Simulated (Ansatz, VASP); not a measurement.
# I: VASP beside Ansatz

Contents of INCAR:

```
PREC = Accurate
ENCUT = 520
EDIFF = 1E-6
ISMEAR = 0
SIGMA = 0.03
LREAL = F
LASPH = T
NELM = 80
ALGO = Normal
ISIF = 2
LWAVE = F
LCHARG = F
NBANDS = 22
```

The input KPOINTS:

```
Automatic mesh
0
Gamma
  9 9 4
```

Contents of POSCAR:

```
I
1.0
    3.5886574692     -2.1413150360      0.0000000000
    3.5886574692      2.1413150360      0.0000000000
    0.0000000000      0.0000000000      9.6272130010
I
4
Direct
    0.8254264989      0.1745735011      0.1231842597
    0.6745735011      0.3254264989      0.6231842597
    0.1745735011      0.8254264989      0.8768157403
    0.3254264989      0.6745735011      0.3768157403
```

Input for Ansatz:

```yaml
crystal:
  lattice:
    - [3.5886574692, -2.141315036, 0.0]
    - [3.5886574692, 2.141315036, 0.0]
    - [0.0, 0.0, 9.627213001]
  atoms:
    - { symbol: I, position: [0.8254264989, 0.1745735011, 0.1231842597] }
    - { symbol: I, position: [0.6745735011, 0.3254264989, 0.6231842597] }
    - { symbol: I, position: [0.1745735011, 0.8254264989, 0.8768157403] }
    - { symbol: I, position: [0.3254264989, 0.6745735011, 0.3768157403] }
hamiltonian:
  xc: lda
  pseudopotentials:
    kind: paw
    azcp:
      I: "pseudopotentials/I.paw.azcp"
basis:
  ecutwfc: 420
  fft_grid_basis: typed
kpoints:
  mp_grid: { grid: [9, 9, 4], shift: [0, 0, 0] }
magnetization:
  spin_polarized: false
scf:
  occupations: { method: gaussian, width: 0.03 }
  lower_state_search: "off"
output:
  stress: true
  write_density: true
  write_potential: true
  elf: true
  volumetric_format: npy
```

Alike in both runs: task single point; functional LDA; k mesh 9 × 9 × 4; occupations gaussian, width 0.03 eV; no spin polarisation.

|  | VASP | Ansatz |
| --- | --- | --- |
| version | VASP 6.6.1 | Ansatz 0.2.0 |
| potentials or method | VASP PAW LDA potentials, release 64 (I), cutoff 520 eV | plane waves (420 eV) with PAW, scalar-relativistic |
| valence electrons in the cell | 28 | 68 |

```tsv
	VASP	Ansatz	Ansatz less VASP
gap on the k mesh at the Fermi level (eV)	0.63	0.62	-0.006
pressure (GPa)	0.0	0.0	0.00
traceless stress, the component that is largest in VASP (GPa)	-0.11	-0.12	-0.009
```

Ansatz warns that its potentials were made for another functional, while VASP's fit it. LDA's correlation is that of Perdew and Zunger in VASP and of Perdew and Wang (1992) in Ansatz. VASP's potentials hold 28 valence electrons a cell and Ansatz's 68, so a difference there can come from the potentials and not from the codes.

Spin-orbit coupling is off throughout.
